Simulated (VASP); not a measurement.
# BiTe (Immm) in VASP: further runs, part 2 of 2

VASP 6.6.1.

### 3 Single point, PBEsol (strain +0.0125 x Voigt [0, 0, 0, 0, 0, 1])

INCAR reads:

```
ALGO = Normal
EDIFF = 1E-6
ENCUT = 520
GGA = PS
ISIF = 2
ISMEAR = 0
LASPH = True
LCHARG = False
LREAL = False
LWAVE = False
NBANDS = 18
NELM = 100
PREC = Accurate
SIGMA = 0.15
```

KPOINTS reads:

```
k-points
0
Gamma
  14 14 14
```

POSCAR reads:

```
BiTe
1.0
    0.0202187500      3.2350000000      3.2350000000
    3.2350000000      0.0202187500      3.2350000000
    3.2552187500      3.2552187500      0.0000000000
Bi Te
1 1
Direct
    0.0000000000      0.0000000000      0.0000000000
    0.5000000000      0.5000000000      0.5000000000
```

Potentials or basis: VASP PAW PBE potentials, release 64 (Bi_d, Te).

Command:

```
$ cat potpaw_PBE.64/Bi_d/POTCAR potpaw_PBE.64/Te/POTCAR > POTCAR
$ mpirun -np 1 vasp_std > vasp.out
```

OUTCAR:

```text
EDIFF = 1E-6
   ENCUT = 520
   GGA = PS
   ISIF = 2
   ISMEAR = 0
   LASPH = True
   LREAL = False
   NELM = 100
   PREC = Accurate

 ion  position               nearest neighbor table
   1  0.000  0.000  0.000-   2 3.23   2 3.23   2 3.24   2 3.24   2 3.24   2 3.24
   2  0.500  0.500  0.500-   1 3.23   1 3.23   1 3.24   1 3.24   1 3.24   1 3.24

  LATTYP: Found a body centered orthorhombic cell.
 ALAT       =     4.5463872438
 B/A-ratio  =     1.0125786164
 C/A-ratio  =     1.4231079873

  Lattice vectors:

 A1 = (   3.2350000000,   0.0202187500,  -3.2350000000)
 A2 = (  -3.2350000000,  -0.0202187500,  -3.2350000000)
 A3 = (   0.0202187500,   3.2350000000,   3.2350000000)

Analysis of symmetry for initial positions (statically):
=====================================================================
 Subroutine PRICEL returns:
 Original cell was already a primitive cell.

 Routine SETGRP: Setting up the symmetry group for a
 body centered orthorhombic supercell.

 Subroutine GETGRP returns: Found  8 space group operations
 (whereof  8 operations were pure point group operations)
 out of a pool of  8 trial point group operations.

The static configuration has the point symmetry D_2h.

Analysis of symmetry for dynamics (positions and initial velocities):
=====================================================================
 Subroutine PRICEL returns:
 Original cell was already a primitive cell.

 Routine SETGRP: Setting up the symmetry group for a
 body centered orthorhombic supercell.

 Subroutine GETGRP returns: Found  8 space group operations
 (whereof  8 operations were pure point group operations)
 out of a pool of  8 trial point group operations.

The dynamic configuration has the point symmetry D_2h.

 Subroutine INISYM returns: Found  8 space group operations
 (whereof  8 operations are pure point group operations),
 and found     1 'primitive' translations

----------------------------------------------------------------------------------------

                                     Primitive cell

  volume of cell :      67.7074

  direct lattice vectors                    reciprocal lattice vectors
     0.020218750  3.235000000  3.235000000    -0.155531578  0.155531578  0.154559505
     3.235000000  0.020218750  3.235000000     0.155531578 -0.155531578  0.154559505
     3.255218750  3.255218750  0.000000000     0.153599508  0.153599508 -0.154559505

  length of vectors
     4.575025552  4.575025552  4.603574505     0.268828540  0.268828540  0.266597559

  position of ions in fractional coordinates (direct lattice)
     0.000000000  0.000000000  0.000000000
     0.500000000  0.500000000  0.500000000

  ion indices of the primitive-cell ions
   primitive index   ion index
                 1           1
                 2           2

----------------------------------------------------------------------------------------

 KPOINTS: k-points

Automatic generation of k-mesh.
 Grid dimensions read from file:
 generate k-points for:   14   14   14

 Generating k-lattice:

  Cartesian coordinates                     Fractional coordinates (reciprocal lattice)
    -0.011109398  0.011109398  0.011039965     0.071428571  0.000000000  0.000000000
     0.011109398 -0.011109398  0.011039965     0.000000000  0.071428571  0.000000000
     0.010971393  0.010971393 -0.011039965    -0.000000000 -0.000000000  0.071428571

  Length of vectors
     0.019202039  0.019202039  0.019042683

  Shift w.r.t. Gamma in fractional coordinates (k-lattice)
     0.000000000  0.000000000  0.000000000

 Subroutine IBZKPT returns following result:
 ===========================================

 Found    428 irreducible k-points:

 Following reciprocal coordinates:
            Coordinates               Weight
  0.000000  0.000000  0.000000      1.000000
  0.071429  0.000000  0.000000      4.000000
  0.142857 -0.000000  0.000000      4.000000
  0.214286  0.000000  0.000000      4.000000
  0.285714  0.000000  0.000000      4.000000
  0.357143 -0.000000  0.000000      4.000000
[... 16 lines left out ...]
  0.214286  0.142857  0.000000      4.000000
  0.285714  0.142857  0.000000      4.000000
 [... further k-points ...]
   k-points           NKPTS =    428   k-points in BZ     NKDIM =    428   number of bands    NBANDS=     18
   number of dos      NEDOS =    301   number of ions     NIONS =      2
   total plane-waves  NPLWV =  46656
   dimension x,y,z NGX =    36 NGY =   36 NGZ =   36
   dimension x,y,z NGXF=    72 NGYF=   72 NGZF=   72
   ions per type =               1   1
   NGX,Y,Z   is equivalent  to a cutoff of  13.08, 13.08, 13.00 a.u.
   NGXF,Y,Z  is equivalent  to a cutoff of  26.16, 26.16, 26.00 a.u.
 SYSTEM =  unknown system
   PREC   = accura    normal or accurate (medium, high low for compatibility)
   ISTART =      0    job   : 0-new  1-cont  2-samecut
   ICHARG =      2    charge: 1-file 2-atom 10-const
   ISPIN  =      1    spin polarized calculation?
   LNONCOLLINEAR =      F non collinear calculations
   LSORBIT =      F    spin-orbit coupling
   LASPH  =      T    aspherical Exc in radial PAW
   ENCUT  =  520.0 eV  38.22 Ry    6.18 a.u.   8.51  8.51  8.56*2*pi/ulx,y,z
   NELM   =    100;   NELMIN=  2; NELMDL= -5     # of ELM steps
   EDIFF  = 0.1E-05   stopping-criterion for ELM
   LREAL  =      F    real-space projection
   EDIFFG = 0.1E-04   stopping-criterion for IOM
   NSW    =      0    number of steps for IOM
   IBRION =     -1    ionic relax: 0-MD 1-quasi-New 2-CG
   NFREE  =      0    steps in history (QN), initial steepest desc. (CG)
   ISIF   =      2    stress and relaxation
   ISYM   =      2    0-nonsym 1-usesym 2-fastsym
   POTIM  = 0.5000    time-step for ionic-motion
   TEBEG  =    0.0;   TEEND  =   0.0 temperature during run
   PSTRESS=    0.0 pullay stress
   NELECT =      21.0000    total number of electrons
   NUPDOWN=      -1.0000    fix difference up-down
   EMIN   =  10.00;   EMAX   =-10.00  energy-range for DOS
   EFERMI =   0.00;   METHOD = LEGACY
   ISMEAR =     0;   SIGMA  =   0.15  broadening in eV -4-tet -1-fermi 0-gaus
   EFERMI_NEDOS =   21; number of points for ismear=-14 and -15
   IALGO  =     38    algorithm
   IMIX   =      4    mixing-type and parameters
     AMIX     =   0.40;   BMIX     =  1.00
     AMIX_MAG =   1.60;   BMIX_MAG =  1.00
  volume/ion in A,a.u.               =      33.85       228.46
  Fermi-wavevector in a.u.,A,eV,Ry     =   1.108160  2.094120 16.708220  1.228020
  Thomas-Fermi vector in A             =   2.244684
   LORBIT       =      0    0 simple, 1 ext, 2 COOP (PROOUT), +10 PAW based schemes
   GGA     = PS    functional components
   LHFCALC =     F    Hartree Fock is set to
   AEXX    =    0.0000 exact exchange contribution
   IVDW    =     0    specifies the selected vdW correction
   LEPSILON=     F    determine dielectric tensor
   LRPA    =     F    only Hartree local field effects (RPA)
 non-spin polarized calculation
 Gauss-broadening in eV      SIGMA  =   0.15
  energy-cutoff  :      520.00
  volume of cell :       67.71
 maximum number of plane-waves:      1847
 NGX is ok and might be reduce to    36
   NGX = 17   NGY = 17   NGZ = 17

 number of electron      21.0000001 magnetization

 Free energy of the ion-electron system (eV)
  ---------------------------------------------------
  ext. energy  EPLUGINS =         0.00000000
  ---------------------------------------------------
  free energy    TOTEN  =        -7.98226434 eV

  energy without entropy =       -7.96606432  energy(sigma->0) =       -7.97416433

 E-fermi :   6.4910     XC(G=0):  -9.5937

 val. band max:        6.4843630907   @ k =  -0.2143  -0.4286   0.3571
 cond. band min:       6.4933695713   @ k =  -0.4286   0.1429   0.0000
 fundamental gap:      0.0090064806
 Fermi energy:         6.4910290036

 k-point     1 :       0.0000    0.0000    0.0000
  band No.  band energies     occupation
      1     -16.5711      2.00000
      2     -16.5710      2.00000
      3     -16.5672      2.00000
      4     -16.5665      2.00000
      5     -16.5658      2.00000
      6      -7.0444      2.00000
[... 10 lines left out ...]
     17      12.4818      0.00000
     18      12.9272      0.00000
[... 463 lines left out ...]
 k-point    24 :       0.2857    0.1429    0.0000
  band No.  band energies     occupation
      1     -16.5759      2.00000
      2     -16.5708      2.00000
      3     -16.5667      2.00000
      4     -16.5624      2.00000
      5     -16.5620      2.00000
      6      -6.3957      2.00000
[... 10 lines left out ...]
     17      14.2322      0.00000
     18      14.5737      0.00000

 [... further k-points ...]

------------------------ aborting loop because EDIFF is reached ----------------------------------------

  FORCE on cell =-STRESS in cart. coord.  units (eV):
  Direction    XX          YY          ZZ          XY          YZ          ZX
  --------------------------------------------------------------------------------------
  -------------------------------------------------------------------------------------
  Total       -0.7318160     -0.7318160     -0.7343420     -0.0030583      0.0000000      0.0000000
  in kB      -17.3171577    -17.3171577    -17.3769313     -0.0723702      0.0000000      0.0000000
  external PRESSURE =     -17.3370822 kB  Pullay stress =       0.0000000 kB

 VOLUME and BASIS-vectors are now :
 -----------------------------------------------------------------------------
  energy-cutoff  :      520.00
  volume of cell :       67.71
      direct lattice vectors                 reciprocal lattice vectors
     0.020218750  3.235000000  3.235000000    -0.155531578  0.155531578  0.154559505
     3.235000000  0.020218750  3.235000000     0.155531578 -0.155531578  0.154559505
     3.255218750  3.255218750  0.000000000     0.153599508  0.153599508 -0.154559505

 POSITION                                       TOTAL-FORCE (eV/Angst)
 -----------------------------------------------------------------------------------
      0.00000      0.00000      0.00000         0.000000     -0.000000      0.000000
      3.25522      3.25522      3.23500        -0.000000      0.000000     -0.000000
 -----------------------------------------------------------------------------------
    total drift:                               -0.000000      0.000000      0.000000

  FREE ENERGIE OF THE ION-ELECTRON SYSTEM (eV)
  ---------------------------------------------------
  free  energy   TOTEN  =        -7.9822643381 eV

  energy  without entropy=       -7.9660643159  energy(sigma->0) =       -7.97416433
```

OSZICAR:

```text
N       E                     dE             d eps       ncg     rms          rms(c)
DAV:   1     0.157166292396E+03    0.15717E+03   -0.98354E+03 15452   0.112E+03
DAV:   2     0.392401315779E+01   -0.15324E+03   -0.14929E+03 16500   0.304E+02
DAV:   3    -0.767654689904E+01   -0.11601E+02   -0.11465E+02 18842   0.885E+01
DAV:   4    -0.799662286609E+01   -0.32008E+00   -0.31959E+00 18690   0.157E+01
DAV:   5    -0.801023489852E+01   -0.13612E-01   -0.13611E-01 21256   0.308E+00    0.658E+00
DAV:   6    -0.798193619587E+01    0.28299E-01   -0.84901E-02 22184   0.194E+00    0.408E+00
DAV:   7    -0.798276593039E+01   -0.82973E-03   -0.24158E-02 17962   0.906E-01    0.485E-01
DAV:   8    -0.798221043343E+01    0.55550E-03   -0.41997E-03 19738   0.467E-01    0.964E-02
DAV:   9    -0.798226596418E+01   -0.55531E-04   -0.38637E-04 16996   0.123E-01    0.375E-02
DAV:  10    -0.798226612728E+01   -0.16309E-06   -0.14255E-05 20590   0.211E-02    0.262E-02
DAV:  11    -0.798226494529E+01    0.11820E-05   -0.26357E-06 16074   0.868E-03    0.651E-03
DAV:  12    -0.798226433814E+01    0.60715E-06   -0.44206E-07  8928   0.595E-03
   1 F= -.79822643E+01 E0= -.79741643E+01  d E =-.162000E-01
```

stdout:

```text
POSCAR found type information on POSCAR BiTe
 POSCAR found :  2 types and       2 ions
 scaLAPACK will be used
 -----------------------------------------------------------------------------
|                                                                             |
|                                                                             |
|     You enforced a specific xc type in the INCAR file but a different       |
|     I HOPE YOU KNOW WHAT YOU ARE DOING!                                     |
|                                                                             |
 -----------------------------------------------------------------------------

 LDA part: xc-table for (Slater+PW92), standard interpolation
 POSCAR, INCAR and KPOINTS ok, starting setup
 FFT: planning ... GRIDC
 FFT: planning ... GRID_SOFT
 FFT: planning ... GRID
 WAVECAR not read
 entering main loop
```

Wall time 4.1 min (1 thread of AMD EPYC 9R45 (Zen 5), shared host); peak memory 0.58 GiB.

What came out:

* Free energy: -7.9823 eV
* Pressure: -1.7 GPa
* Band gap on the k mesh: zero (an odd number of electrons rules out a gap without spin polarisation)

Caveat: the cell differs from its parent crystal (strain +0.0125 x Voigt [0, 0, 0, 0, 0, 1]); the PAW data sets were made with another functional, which shifts forces and pressure a little; spin-orbit coupling is left out, which moves the levels of the heavy elements.
